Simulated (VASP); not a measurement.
# GaAs (F-43m) in VASP: a series of runs

Runs on GaAs. Level: LDA. Tasks: electric field gradients.

Everything below comes from runs of VASP 6.6.1. Logs are shortened: lines on timing, memory, paths and dates and some standing lists are left out, and cuts for length are marked.

**Experimental background.**

“Evidence of valence band perturbations in GaAsN/GaAs(001): A combined variable-angle spectroscopic ellipsometry and modulated photoreflectance investigation”, 2008, arxiv:0805.2212 reports, for a bulk crystal of GaAs at 300 K: band gap 1.412 ± 0.01 eV (direct).

The results are compared with them further down.

## Step 1: The cell of the first run

Symmetry: F-43m, No. 216, cubic system. The conventional cell has a = 5.539 Å, b = 5.539 Å, c = 5.539 Å, α = 90.00°, β = 90.00°, γ = 90.00°. Within 3.2 Å of Ga (site symmetry -43m) lie 4 As at 2.40 Å. As (site symmetry -43m) has 4 Ga at 2.40 Å within 3.2 Å.

## Step 2: Electric field gradients, LDA (volume scaled by 0.9405)

INCAR

```
SYSTEM = GaAs
PREC = Accurate
ENCUT = 520
EDIFF = 1E-8
ISMEAR = -1
SIGMA = 0.05
LREAL = .FALSE.
LASPH = .TRUE.
NELM = 80
ALGO = Normal
ISIF = 2
LWAVE = .FALSE.
LCHARG = .FALSE.
GGA = CA
LEFG = .TRUE.
NBANDS = 16
```

KPOINTS

```
regular mesh
0
G
  11 11 11
  0 0 0
```

POSCAR

```
GaAs
1.0
    0.0000000000      2.7696338872      2.7696338872
    2.7696338872      0.0000000000      2.7696338872
    2.7696338872      2.7696338872      0.0000000000
Ga As
1 1
Direct
    0.0000000000      0.0000000000      0.0000000000
    0.7500000000      0.7500000000      0.7500000000
```

Potentials or basis: VASP PAW LDA potentials, release 64 (Ga_d, As).

Started as:

```
$ cat potpaw_LDA.64/Ga_d/POTCAR potpaw_LDA.64/As/POTCAR > POTCAR
$ mpirun -np 1 vasp_std > vasp.out
```

OUTCAR:

```text
SYSTEM = GaAs
   PREC = Accurate
   ENCUT = 520
   EDIFF = 1E-8
   ISMEAR = -1
   LREAL = .FALSE.
   LASPH = .TRUE.
   NELM = 80
   ISIF = 2
   GGA = CA

 ion  position               nearest neighbor table
   1  0.000  0.000  0.000-   2 2.40   2 2.40   2 2.40   2 2.40
   2  0.750  0.750  0.750-   1 2.40   1 2.40   1 2.40   1 2.40

  LATTYP: Found a face centered cubic cell.
 ALAT       =     5.5392677744

  Lattice vectors:

 A1 = (   0.0000000000,   2.7696338872,   2.7696338872)
 A2 = (   2.7696338872,   0.0000000000,   2.7696338872)
 A3 = (   2.7696338872,   2.7696338872,   0.0000000000)

Analysis of symmetry for initial positions (statically):
=====================================================================
 Subroutine PRICEL returns:
 Original cell was already a primitive cell.

 Routine SETGRP: Setting up the symmetry group for a
 face centered cubic supercell.

 Subroutine GETGRP returns: Found 24 space group operations
 (whereof 24 operations were pure point group operations)
 out of a pool of 48 trial point group operations.

The static configuration has the point symmetry T_d .

Analysis of symmetry for dynamics (positions and initial velocities):
=====================================================================
 Subroutine PRICEL returns:
 Original cell was already a primitive cell.

 Routine SETGRP: Setting up the symmetry group for a
 face centered cubic supercell.

 Subroutine GETGRP returns: Found 24 space group operations
 (whereof 24 operations were pure point group operations)
 out of a pool of 48 trial point group operations.

The dynamic configuration has the point symmetry T_d .

 Subroutine INISYM returns: Found 24 space group operations
 (whereof 24 operations are pure point group operations),
 and found     1 'primitive' translations

----------------------------------------------------------------------------------------

                                     Primitive cell

  volume of cell :      42.4910

  direct lattice vectors                    reciprocal lattice vectors
     0.000000000  2.769633887  2.769633887    -0.180529276  0.180529276  0.180529276
     2.769633887  0.000000000  2.769633887     0.180529276 -0.180529276  0.180529276
     2.769633887  2.769633887  0.000000000     0.180529276  0.180529276 -0.180529276

  length of vectors
     3.916853806  3.916853806  3.916853806     0.312685878  0.312685878  0.312685878

  position of ions in fractional coordinates (direct lattice)
     0.000000000  0.000000000  0.000000000
     0.750000000  0.750000000  0.750000000

  ion indices of the primitive-cell ions
   primitive index   ion index
                 1           1
                 2           2

----------------------------------------------------------------------------------------

 KPOINTS: regular mesh

Automatic generation of k-mesh.
 Grid dimensions read from file:
 generate k-points for:   11   11   11

 Generating k-lattice:

  Cartesian coordinates                     Fractional coordinates (reciprocal lattice)
    -0.016411752  0.016411752  0.016411752     0.090909091  0.000000000  0.000000000
     0.016411752 -0.016411752  0.016411752     0.000000000  0.090909091  0.000000000
     0.016411752  0.016411752 -0.016411752     0.000000000  0.000000000  0.090909091

  Length of vectors
     0.028425989  0.028425989  0.028425989

  Shift w.r.t. Gamma in fractional coordinates (k-lattice)
     0.000000000  0.000000000  0.000000000

 Subroutine IBZKPT returns following result:
 ===========================================

 Found     56 irreducible k-points:

 Following reciprocal coordinates:
            Coordinates               Weight
  0.000000  0.000000  0.000000      1.000000
  0.090909  0.000000  0.000000      8.000000
  0.181818  0.000000  0.000000      8.000000
  0.272727  0.000000  0.000000      8.000000
  0.363636  0.000000  0.000000      8.000000
  0.454545  0.000000  0.000000      8.000000
[... 16 lines left out ...]
 -0.272727  0.181818  0.000000     24.000000
 -0.181818  0.181818  0.000000     12.000000
 [... further k-points ...]
   k-points           NKPTS =     56   k-points in BZ     NKDIM =     56   number of bands    NBANDS=     16
   number of dos      NEDOS =    301   number of ions     NIONS =      2
   total plane-waves  NPLWV =  27000
   dimension x,y,z NGX =    30 NGY =   30 NGZ =   30
   dimension x,y,z NGXF=    60 NGYF=   60 NGZF=   60
   ions per type =               1   1
   NGX,Y,Z   is equivalent  to a cutoff of  12.73, 12.73, 12.73 a.u.
   NGXF,Y,Z  is equivalent  to a cutoff of  25.47, 25.47, 25.47 a.u.
 SYSTEM =  GaAs
   PREC   = accura    normal or accurate (medium, high low for compatibility)
   ISTART =      0    job   : 0-new  1-cont  2-samecut
   ICHARG =      2    charge: 1-file 2-atom 10-const
   ISPIN  =      1    spin polarized calculation?
   LNONCOLLINEAR =      F non collinear calculations
   LSORBIT =      F    spin-orbit coupling
   LASPH  =      T    aspherical Exc in radial PAW
   ENCUT  =  520.0 eV  38.22 Ry    6.18 a.u.   7.28  7.28  7.28*2*pi/ulx,y,z
   NELM   =     80;   NELMIN=  2; NELMDL= -5     # of ELM steps
   EDIFF  = 0.1E-07   stopping-criterion for ELM
   LREAL  =      F    real-space projection
   EDIFFG = 0.1E-06   stopping-criterion for IOM
   NSW    =      0    number of steps for IOM
   IBRION =     -1    ionic relax: 0-MD 1-quasi-New 2-CG
   NFREE  =      0    steps in history (QN), initial steepest desc. (CG)
   ISIF   =      2    stress and relaxation
   ISYM   =      2    0-nonsym 1-usesym 2-fastsym
   POTIM  = 0.5000    time-step for ionic-motion
   TEBEG  =    0.0;   TEEND  =   0.0 temperature during run
   PSTRESS=    0.0 pullay stress
   NELECT =      18.0000    total number of electrons
   NUPDOWN=      -1.0000    fix difference up-down
   EMIN   =  10.00;   EMAX   =-10.00  energy-range for DOS
   EFERMI =   0.00;   METHOD = LEGACY
   ISMEAR =    -1;   SIGMA  =   0.05  broadening in eV -4-tet -1-fermi 0-gaus
   EFERMI_NEDOS =   21; number of points for ismear=-14 and -15
   IALGO  =     38    algorithm
   IMIX   =      4    mixing-type and parameters
     AMIX     =   0.40;   BMIX     =  1.00
     AMIX_MAG =   1.60;   BMIX_MAG =  1.00
  volume/ion in A,a.u.               =      21.25       143.37
  Fermi-wavevector in a.u.,A,eV,Ry     =   1.229514  2.323444 20.567974  1.511703
  Thomas-Fermi vector in A             =   2.364398
   LORBIT       =      0    0 simple, 1 ext, 2 COOP (PROOUT), +10 PAW based schemes
   GGA     = CA    functional components
   LHFCALC =     F    Hartree Fock is set to
   AEXX    =    0.0000 exact exchange contribution
   IVDW    =     0    specifies the selected vdW correction
   LEPSILON=     F    determine dielectric tensor
   LRPA    =     F    only Hartree local field effects (RPA)
 non-spin polarized calculation
  energy-cutoff  :      520.00
  volume of cell :       42.49
 maximum number of plane-waves:      1167
 NGX is ok and might be reduce to    30
   NGX = 15   NGY = 15   NGZ = 15

 number of electron      18.0000010 magnetization

 Free energy of the ion-electron system (eV)
  ---------------------------------------------------
  ext. energy  EPLUGINS =         0.00000000
  ---------------------------------------------------
  free energy    TOTEN  =        -9.62593242 eV

  energy without entropy =       -9.62593140  energy(sigma->0) =       -9.62593191

 E-fermi :   4.8430     XC(G=0): -10.1857

 val. band max:        4.4060909750   @ k =   0.0000   0.0000   0.0000
 cond. band min:       5.2084481205   @ k =   0.0000   0.0000   0.0000
 fundamental gap:      0.8023571454
 Fermi energy:         4.8430379741

 k-point     1 :       0.0000    0.0000    0.0000
  band No.  band energies     occupation
      1     -10.6456      2.00000
      2     -10.6456      2.00000
      3     -10.6456      2.00000
      4     -10.5514      2.00000
      5     -10.5514      2.00000
      6      -8.8160      2.00000
[... 8 lines left out ...]
     15      14.7336      0.00000
     16      14.7336      0.00000

 k-point     2 :       0.0909    0.0000    0.0000
  band No.  band energies     occupation
      1     -10.6553      2.00000
      2     -10.6432      2.00000
      3     -10.6432      2.00000
      4     -10.5515      2.00000
      5     -10.5515      2.00000
      6      -8.7096      2.00000
[... 8 lines left out ...]
     15      14.0415      0.00000
     16      14.0415      0.00000

 k-point     3 :       0.1818    0.0000    0.0000
  band No.  band energies     occupation
      1     -10.6792      2.00000
      2     -10.6372      2.00000
      3     -10.6372      2.00000
      4     -10.5516      2.00000
      5     -10.5516      2.00000
      6      -8.4016      2.00000
[... 8 lines left out ...]
     15      13.4657      0.00000
     16      13.4657      0.00000

 k-point     4 :       0.2727    0.0000    0.0000
  band No.  band energies     occupation
      1     -10.7070      2.00000
      2     -10.6303      2.00000
      3     -10.6303      2.00000
      4     -10.5508      2.00000
      5     -10.5508      2.00000
      6      -7.9273      2.00000
[... 8 lines left out ...]
     15      13.6289      0.00000
     16      13.6289      0.00000

 k-point     5 :       0.3636    0.0000    0.0000
  band No.  band energies     occupation
      1     -10.7300      2.00000
      2     -10.6251      2.00000
      3     -10.6251      2.00000
      4     -10.5488      2.00000
      5     -10.5488      2.00000
      6      -7.3677      2.00000
[... 8 lines left out ...]
     15      14.5934      0.00000
     16      14.5934      0.00000

 k-point     6 :       0.4545    0.0000    0.0000
  band No.  band energies     occupation
      1     -10.7428      2.00000
      2     -10.6226      2.00000
      3     -10.6226      2.00000
      4     -10.5470      2.00000
      5     -10.5470      2.00000
      6      -6.9241      2.00000
[... 8 lines left out ...]
     15      16.0458      0.00000
     16      16.0458      0.00000
[... 267 lines left out ...]
 k-point    21 :      -0.4545    0.1818    0.0000
  band No.  band energies     occupation
      1     -10.7509      2.00000
      2     -10.6166      2.00000
      3     -10.6109      2.00000
      4     -10.5557      2.00000
      5     -10.5464      2.00000
      6      -6.5861      2.00000
[... 8 lines left out ...]
     15      15.6890      0.00000
     16      15.9649      0.00000

 k-point    22 :      -0.3636    0.1818    0.0000
  band No.  band energies     occupation
      1     -10.7461      2.00000
      2     -10.6178      2.00000
      3     -10.6137      2.00000
      4     -10.5519      2.00000
      5     -10.5506      2.00000
      6      -6.7586      2.00000
[... 8 lines left out ...]
     15      14.1614      0.00000
     16      16.0301      0.00000

 k-point    23 :      -0.2727    0.1818    0.0000
  band No.  band energies     occupation
      1     -10.7331      2.00000
      2     -10.6201      2.00000
      3     -10.6196      2.00000
      4     -10.5542      2.00000
      5     -10.5497      2.00000
      6      -7.2490      2.00000
[... 8 lines left out ...]
     15      14.9856      0.00000
     16      16.8752      0.00000

 k-point    24 :      -0.1818    0.1818    0.0000
  band No.  band energies     occupation
      1     -10.7145      2.00000
      2     -10.6274      2.00000
      3     -10.6244      2.00000
      4     -10.5553      2.00000
      5     -10.5491      2.00000
      6      -7.7679      2.00000
[... 8 lines left out ...]
     15      14.7825      0.00000
     16      15.5534      0.00000

 [... further k-points ...]

------------------------ aborting loop because EDIFF is reached ----------------------------------------

  FORCE on cell =-STRESS in cart. coord.  units (eV):
  Direction    XX          YY          ZZ          XY          YZ          ZX
  --------------------------------------------------------------------------------------
  -------------------------------------------------------------------------------------
  Total        0.8344666      0.8344666      0.8344666      0.0000000      0.0000000      0.0000000
  in kB       31.4646180     31.4646180     31.4646180      0.0000000      0.0000000      0.0000000
  external PRESSURE =      31.4646180 kB  Pullay stress =       0.0000000 kB

 VOLUME and BASIS-vectors are now :
 -----------------------------------------------------------------------------
  energy-cutoff  :      520.00
  volume of cell :       42.49
      direct lattice vectors                 reciprocal lattice vectors
     0.000000000  2.769633887  2.769633887    -0.180529276  0.180529276  0.180529276
     2.769633887  0.000000000  2.769633887     0.180529276 -0.180529276  0.180529276
     2.769633887  2.769633887  0.000000000     0.180529276  0.180529276 -0.180529276

 POSITION                                       TOTAL-FORCE (eV/Angst)
 -----------------------------------------------------------------------------------
      0.00000      0.00000      0.00000        -0.000000     -0.000000     -0.000000
      4.15445      4.15445      4.15445         0.000000      0.000000      0.000000
 -----------------------------------------------------------------------------------
    total drift:                                0.000000      0.000000      0.000000

  FREE ENERGIE OF THE ION-ELECTRON SYSTEM (eV)
  ---------------------------------------------------
  free  energy   TOTEN  =        -9.6259324233 eV

  energy  without entropy=       -9.6259314003  energy(sigma->0) =       -9.62593191

 Electric field gradients (V/A^2)
---------------------------------------------------------------------
 ion       V_xx      V_yy      V_zz      V_xy      V_xz      V_yz
---------------------------------------------------------------------
   1      -0.000    -0.000    -0.000    -0.003    -0.003    -0.003
   2      -0.000    -0.000    -0.000    -0.000    -0.000    -0.000
---------------------------------------------------------------------

 Electric field gradients after diagonalization (V/A^2)
 (convention: |V_zz| > |V_xx| > |V_yy|)
----------------------------------------------------------------------
 ion       V_xx      V_yy      V_zz     asymmetry (V_yy - V_xx)/ V_zz
----------------------------------------------------------------------
   1       0.003     0.003    -0.006       0.000
   2       0.000     0.000    -0.000       0.000
----------------------------------------------------------------------

           NMR quadrupolar parameters

 Cq : quadrupolar parameter    Cq=e*Q*V_zz/h
 eta: asymmetry parameters     (V_yy - V_xx)/ V_zz
 Q  : nuclear electric quadrupole moment in mb (millibarn)
----------------------------------------------------------------------
 ion       Cq(MHz)       eta       Q (mb)
----------------------------------------------------------------------
   1      -0.000       0.000       1.000
   2      -0.000       0.000       1.000
----------------------------------------------------------------------
```

It took 19 s on 1 thread of Intel Xeon 6975P-C (Granite Rapids), shared host; peak memory 0.17 GiB.

What came out:

```
Free energy            : -9.6259 eV
Pressure               : 3.1 GPa
Band gap on the k mesh : 0.80 eV, direct
```

Levels at points of the mesh, in eV from the valence-band top:
| k point | band 6 | band 7 | band 8 | band 9 | band 10 | band 11 | band 12 | band 13 |
| --- | --- | --- | --- | --- | --- | --- | --- | --- |
| (0.00, 0.00, 0.00) | -13.22 | 0.00 | 0.00 | 0.00 | 0.80 | 3.69 | 3.69 | 3.69 |

Caveat: without QUAD_EFG the Cq values of the log hold for a quadrupole moment of 1 mb, not for the nuclei.

(Part 1 of 2 ends here.)
